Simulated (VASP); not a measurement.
Here is a VASP 6.6.1 calculation.

File INCAR:

```
SYSTEM = Si8HO16
PREC = Accurate ; ENCUT = 520
EDIFF = 1E-7 ; ISMEAR = -1
SIGMA = 0.05 ; LREAL = Auto
LASPH = .TRUE. ; NELM = 60
ALGO = Normal ; ISIF = 2
LWAVE = .FALSE. ; LCHARG = .TRUE.
GGA = PE ; LELF = .TRUE.
LVHAR = .TRUE. ; NBANDS = 82
NELECT = 128.0
```

File KPOINTS:

```
Automatic mesh
0
G
  2 2 2
  0 0 0
```

File POSCAR:

```
Si8HO16
1.0
   -4.1773000000     -4.1773000000      0.0000000000
    4.1773000000     -4.1773000000      0.0000000000
    0.0000000000      0.0000000000      5.3304000000
Si O H
8 16 1
Direct
    0.4986243694      0.4953900412      0.0002592601
   -0.0020658856      0.4999461858      0.2483517451
    0.4881192278      0.4913941931      0.5002597297
   -0.0020439219      0.4999597298      0.7521612994
   -0.0089215468     -0.0005187309      0.0002590077
    0.4894092465     -0.0034336700      0.2412935127
    0.0199187310      0.0050919645      0.5002632876
    0.4893867107     -0.0034290643      0.7592104698
    0.1933466326      0.4914018668      0.0002620963
   -0.0105284243      0.1941825894      0.2530668458
    0.8027192138      0.5037660749      0.0002541163
    0.0045172313      0.8066258568      0.2513958563
    0.1892821798      0.4922841548      0.5002550503
   -0.0105231886      0.1941860110      0.7474430446
    0.7986845732      0.5158566008      0.5002687440
    0.0045310190      0.8066315939      0.7491305756
    0.6882856886     -0.0086013482      0.0002571053
    0.4892360892      0.6907459696      0.2499737610
    0.2966889181      0.0040283979      0.0002546455
    0.5049679510      0.2976614383      0.2528222355
    0.6972034333     -0.0332157145      0.5002639376
    0.4892271143      0.6907470135      0.7505204119
    0.3103815650      0.0029078825      0.5002466707
    0.5049551294      0.2976650477      0.7476973810
    0.7241558434      0.7963003158      0.5002846102
```

Potentials or basis: VASP PAW PBE potentials, release 64 (Si, O, H).

Launch:

```sh
$ cat potpaw_PBE.64/Si/POTCAR potpaw_PBE.64/O/POTCAR potpaw_PBE.64/H/POTCAR > POTCAR
$ mpirun -np 1 vasp_std > vasp.out
```

Task: What does it give for the largest force?

Result: 0.076 eV/Å.

Forces on the atoms (eV/Å):
```
Si   0.001 -0.004 -0.001
Si   0.002  0.007  0.015
Si   0.003 -0.006 -0.001
Si   0.002  0.009 -0.014
Si   0.007  0.004  0.000
Si  -0.014 -0.012  0.044
Si   0.013  0.017 -0.002
Si  -0.015 -0.014 -0.043
O   -0.010 -0.012  0.001
O    0.016 -0.016  0.001
O    0.013  0.022 -0.001
O   -0.014  0.014 -0.001
O   -0.017 -0.012  0.000
O    0.016 -0.015  0.002
O    0.023 -0.005 -0.001
O   -0.014  0.014 -0.001
O   -0.024 -0.019 -0.001
O    0.011 -0.015  0.012
O    0.030  0.030  0.000
O   -0.010  0.005 -0.003
O    0.041 -0.023  0.001
O    0.011 -0.016 -0.011
O    0.000 -0.004  0.002
O   -0.011  0.004  0.004
H   -0.059  0.047  0.000
```

Caveat: the k points lie up to 0.59 Å⁻¹ apart; the cell carries a net charge on a neutralising background, which shifts energy and pressure.
